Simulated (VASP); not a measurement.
# CsPbCl3 in VASP: a series of runs, part 2 of 2

VASP 6.6.1.

**4. Single point, LDA**

This run uses another cell than the first one, of 36.59 Å³/atom.

INCAR

```
SYSTEM = CsPbCl3
PREC = Accurate
ENCUT = 520
EDIFF = 1E-6
ISMEAR = 0
SIGMA = 0.01
LREAL = .False.
LASPH = .True.
NELM = 100
ALGO = Normal
ISIF = 2
LWAVE = .False.
LCHARG = .True.
LELF = .True.
LVHAR = .True.
NBANDS = 30
```

KPOINTS

```
regular mesh
0
Gamma
  4 4 4
  0 0 0
```

POSCAR

```
CsPbCl3
1.0
    4.0141224310      2.3175546661      3.2773182345
   -4.0141224310      2.3175546661      3.2773182345
    0.0000000000     -4.6351093322      3.2773182345
Cs Pb Cl
1 1 3
Direct
    0.5000000000      0.5000000000      0.5000000000
    0.0000000000      0.0000000000      0.0000000000
    0.5000000000      0.0000514515      0.9999485485
    0.0000514515      0.9999485485      0.5000000000
    0.9999485485      0.5000000000      0.0000514515
```

Potentials or basis: VASP PAW LDA potentials, release 64 (Cs_sv, Pb_d, Cl).

Started as:

```bash
cat potpaw_LDA.64/Cs_sv/POTCAR potpaw_LDA.64/Pb_d/POTCAR potpaw_LDA.64/Cl/POTCAR > POTCAR
mpirun -np 1 vasp_std > vasp.out
```

OUTCAR:

```text
SYSTEM = CsPbCl3
   PREC = Accurate
   ENCUT = 520
   EDIFF = 1E-6
   ISMEAR = 0
   LREAL = .False.
   LASPH = .True.
   NELM = 100
   ISIF = 2

 ion  position               nearest neighbor table
   1  0.500  0.500  0.500-
   2  0.000  0.000  0.000-   3 2.84   5 2.84   5 2.84   3 2.84   4 2.84   4 2.84
   3  0.500  0.000  1.000-   2 2.84   2 2.84
   4  0.000  1.000  0.500-   2 2.84   2 2.84
   5  1.000  0.500  0.000-   2 2.84   2 2.84

  LATTYP: Found a trigonal (rhomboedric) cell.
 ALAT       =     5.6767114892
 COS(alpha) =    -0.0000404794

  Lattice vectors:

 A1 = (   4.0141224310,   2.3175546661,   3.2773182345)
 A2 = (  -4.0141224310,   2.3175546661,   3.2773182345)
 A3 = (   0.0000000000,  -4.6351093322,   3.2773182345)

Analysis of symmetry for initial positions (statically):
=====================================================================
 Subroutine PRICEL returns:
 Original cell was already a primitive cell.

 Routine SETGRP: Setting up the symmetry group for a
 trigonal (rhombohedral) supercell.

[... 159 lines left out ...]

 E-fermi :   1.2109     XC(G=0):  -8.1217

 val. band max:        1.0947722953   @ k =   0.5000   0.5000   0.5000
 cond. band min:       2.9593017400   @ k =   0.5000   0.5000   0.5000
 fundamental gap:      1.8645294447
 Fermi energy:         1.2109033723

 k-point     1 :       0.0000    0.0000    0.0000
  band No.  band energies     occupation
      1     -19.9830      2.00000
      2     -15.5172      2.00000
      3     -15.5172      2.00000
      4     -15.3184      2.00000
      5     -15.3184      2.00000
      6     -15.3184      2.00000
[... 418 lines left out ...]
     29       6.6666      0.00000
     30       7.9201      0.00000

------------------------ aborting loop because EDIFF is reached ----------------------------------------

  FORCE on cell =-STRESS in cart. coord.  units (eV):
  Direction    XX          YY          ZZ          XY          YZ          ZX
  --------------------------------------------------------------------------------------
  -------------------------------------------------------------------------------------
  Total       -2.2286574     -2.2286574     -2.2279881      0.0000000     -0.0000000      0.0000000
  in kB      -19.5192635    -19.5192635    -19.5134012      0.0000000     -0.0000000      0.0000000
  external PRESSURE =     -19.5173094 kB  Pullay stress =       0.0000000 kB

 VOLUME and BASIS-vectors are now :
 -----------------------------------------------------------------------------
  energy-cutoff  :      520.00
  volume of cell :      182.93
      direct lattice vectors                 reciprocal lattice vectors
     4.014122431  2.317554666  3.277318235     0.124560227  0.071914880  0.101709175
    -4.014122431  2.317554666  3.277318235    -0.124560227  0.071914880  0.101709175
     0.000000000 -4.635109332  3.277318235     0.000000000 -0.143829761  0.101709175

 POSITION                                       TOTAL-FORCE (eV/Angst)
 -----------------------------------------------------------------------------------
      0.00000      0.00000      4.91598         0.000000     -0.000000     -0.000000
      0.00000      0.00000      0.00000         0.000000     -0.000000     -0.000000
      2.00685     -3.47597      4.91598        -0.000008      0.000013     -0.000000
     -4.01371      0.00000      4.91598         0.000015     -0.000000      0.000000
      2.00685      3.47597      4.91598        -0.000008     -0.000013     -0.000000
 -----------------------------------------------------------------------------------
    total drift:                                0.000000     -0.000000      0.000000

  FREE ENERGIE OF THE ION-ELECTRON SYSTEM (eV)
  ---------------------------------------------------
  free  energy   TOTEN  =       -19.3135195203 eV

  energy  without entropy=      -19.3135195203  energy(sigma->0) =      -19.31351952
```

OSZICAR:

```text
N       E                     dE             d eps       ncg     rms          rms(c)
DAV:   1     0.402240325285E+03    0.40224E+03   -0.18463E+04   780   0.130E+03
DAV:   2     0.317696247922E+02   -0.37047E+03   -0.35315E+03   902   0.313E+02
DAV:   3    -0.183823291707E+02   -0.50152E+02   -0.49620E+02  1016   0.125E+02
DAV:   4    -0.201397289236E+02   -0.17574E+01   -0.17532E+01   976   0.286E+01
DAV:   5    -0.202019172384E+02   -0.62188E-01   -0.62176E-01  1022   0.495E+00    0.495E+00
DAV:   6    -0.193860261119E+02    0.81589E+00   -0.14116E+00  1080   0.124E+01    0.323E+00
DAV:   7    -0.193222119889E+02    0.63814E-01   -0.46188E-01  1136   0.370E+00    0.167E+00
DAV:   8    -0.193162404798E+02    0.59715E-02   -0.65872E-02  1002   0.179E+00    0.236E-01
DAV:   9    -0.193134554723E+02    0.27850E-02   -0.12345E-02  1168   0.821E-01    0.115E-01
DAV:  10    -0.193135218707E+02   -0.66398E-04   -0.12087E-03   976   0.222E-01    0.350E-02
DAV:  11    -0.193135213002E+02    0.57047E-06   -0.90813E-05  1028   0.623E-02    0.673E-03
DAV:  12    -0.193135199218E+02    0.13784E-05   -0.17397E-05  1034   0.357E-02    0.530E-03
DAV:  13    -0.193135195203E+02    0.40153E-06   -0.28100E-06   820   0.936E-03
   1 F= -.19313520E+02 E0= -.19313520E+02  d E =-.236830E-62
```

stdout:

```text
POSCAR found type information on POSCAR CsPbCl
 POSCAR found :  3 types and       5 ions
 scaLAPACK will be used
 LDA part: xc-table for (Slater(with rela. corr.)+CA(PZ))
 , standard interpolation
 POSCAR, INCAR and KPOINTS ok, starting setup
 FFT: planning ... GRIDC
 FFT: planning ... GRID_SOFT
 FFT: planning ... GRID
 WAVECAR not read
 entering main loop
```

Run time: 79 s. Hardware: 1 thread of Oxide Virtual Turin-like, shared host; peak memory 0.21 GiB.

Results:

| Item | Value |
| --- | --- |
| Free energy | -19.3135 eV |
| Pressure | -2.0 GPa |
| Band gap on the k mesh | 1.86 eV |

Caveat: spin-orbit coupling is left out, which moves the levels of the heavy elements.

**5. The runs side by side**

| level | potentials or basis | cell | smearing | gap on the mesh (eV) | pressure (GPa) |
| --- | --- | --- | --- | --- | --- |
| PBEsol | VASP PAW PBE potentials, release 64 (Cs_sv, Pb_d, Cl) | a = 5.625 Å, 5 atoms | fermi-dirac 0.02 eV | 1.85 | 0.0 |
| PBE | VASP PAW PBE potentials, release 64 (Cs_sv, Pb_d, Cl) | a = 5.677 Å, 5 atoms | fermi-dirac 0.02 eV | 2.10 | 0.7 |
| LDA | VASP PAW LDA potentials, release 64 (Cs_sv, Pb_d, Cl) | a = 5.677 Å, 5 atoms | gaussian 0.01 eV | 1.86 | -2.0 |

Alike in all rows: task single point; no spin polarisation; k mesh 4 × 4 × 4; cutoff (eV) 520.

Caveats: spin-orbit coupling is left out, which moves the levels of the heavy elements; the PAW data sets were made with another functional, which shifts forces and pressure a little (at least some runs).

Total energies depend on the potentials used, so only differences within one code and one set of settings carry meaning.
